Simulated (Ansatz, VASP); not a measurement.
**Li2H in VASP and in Ansatz**

```
CELL_PARAMETERS angstrom
1.39935 -1.99697 0.00000
1.39935 1.99697 0.00000
0.00000 0.00000 5.82485
ATOMIC_POSITIONS crystal
Li 0.00000 0.00000 0.68169
Li 0.00000 0.00000 0.31831
H 0.50000 0.50000 0.00000
```

Alike in both runs: task relaxation of cell and atoms; functional PBE; k mesh 8 × 8 × 4; occupations gaussian, width 0.1 eV; no spin polarisation.

```csv
,VASP,Ansatz
version,VASP 6.6.1,Ansatz 0.2.0
potentials or method,"VASP PAW PBE potentials, release 64 (Li_sv, H_h), cutoff 910 eV","scalar-relativistic, plane waves, PAW"
valence electrons in the cell,7,7
```

Ansatz gave:

```
gap on the k mesh at the Fermi level, each at its own relaxed structure (eV) : none
relaxed volume (Å³/atom)                                                     : 13.23
relaxed cell length with the largest relative difference (Å)                 : 3.075
```

Task: What did VASP give for the same quantities?

Result: gap on the k mesh at the Fermi level, each at its own relaxed structure (eV): none; relaxed volume (Å³/atom): 13.06; relaxed cell length with the largest relative difference (Å): 3.034.

A gap of «none» marks a metal or a gap that the smearing closes.

Noted on VASP's run: the volume moved by over 15 % at a fixed basis, so the end points are rough.
